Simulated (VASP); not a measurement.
**Ca: relaxation of cell and atoms with BLYP**

Ca:

```
Ca
1.0
    -2.24000    2.24000    2.24000
     2.24000   -2.24000    2.24000
     2.24000    2.24000   -2.24000
Ca
1
Direct
  0.00000 0.00000 0.00000
```

| Property | Result |
| --- | --- |
| Program | VASP 6.6.1 |
| Task | relaxation of cell and atoms |
| Functional | BLYP |
| Potentials or basis | VASP PAW PBE potentials, release 64 (Ca_sv) |
| Cutoff | 600 eV |
| k mesh | 8 × 8 × 8 |
| Occupations | fermi-dirac, width 0.05 eV |
| Spin | no spin polarisation |
| Dipole correction | no |
| Further INCAR settings | ALGO = Normal; EDIFF = 1e-06; IBRION = 2; EDIFFG = -0.02; NSW = 80; ISIF = 3 |

```json
{
 "Relaxed volume": "42.31 Å³/atom",
 "Relaxed cell": "a = 3.802 Å, b = 3.802 Å, c = 3.802 Å, α = 109.47°, β = 109.47°, γ = 109.47°",
 "Space group after relaxing (to 0.05 Å)": "Im-3m (No. 229)",
 "Energy gained by relaxing": "7.0 meV/atom",
 "Ionic steps": "4",
 "Pressure after relaxing": "0.0 GPa",
 "Band gap on the k mesh": "zero (band 5 reaches 2.76 eV, above the bottom of band 6 at 2.41 eV)"
}
```

The path:
```
step  energy change (eV)  largest force (eV/Å)  pressure (GPa)  volume (Å³)
   1              0.0000                0.0000           -0.84        44.96
   2             -0.0057                0.0000           -0.38        43.45
   3             -0.0069                0.0000            0.09        42.04
   4             -0.0070                0.0000            0.00        42.31
```

Final structure:
```xyz
1
Lattice="-2.1951 2.1951 2.1951 2.1951 -2.1951 2.1951 2.1951 2.1951 -2.1951" Properties=species:S:1:pos:R:3 pbc="T T T"
Ca    0.0000    0.0000    0.0000
```

Levels at points of the mesh, in eV from the Fermi level:
```csv
k point,band 1,band 2,band 3,band 4,band 5,band 6,band 7,band 8,band 9
"(0.00, 0.00, 0.00)",-42.05,-23.08,-23.08,-23.08,-4.01,2.10,2.10,2.10,3.12
"(0.50, 0.00, 0.00)",-42.03,-23.22,-23.13,-23.08,-0.92,0.08,1.20,3.02,3.37
"(0.50, 0.50, 0.50)",-42.02,-23.18,-23.18,-23.18,-0.02,-0.02,3.90,3.90,3.90
```

Wall time 37 s on 1 thread of Intel(R) Xeon(R) 6975P-C (Granite Rapids), on a shared host, peak memory 0.19 GiB.

Caveat: the PAW data sets were made with another functional, which shifts forces and pressure a little.
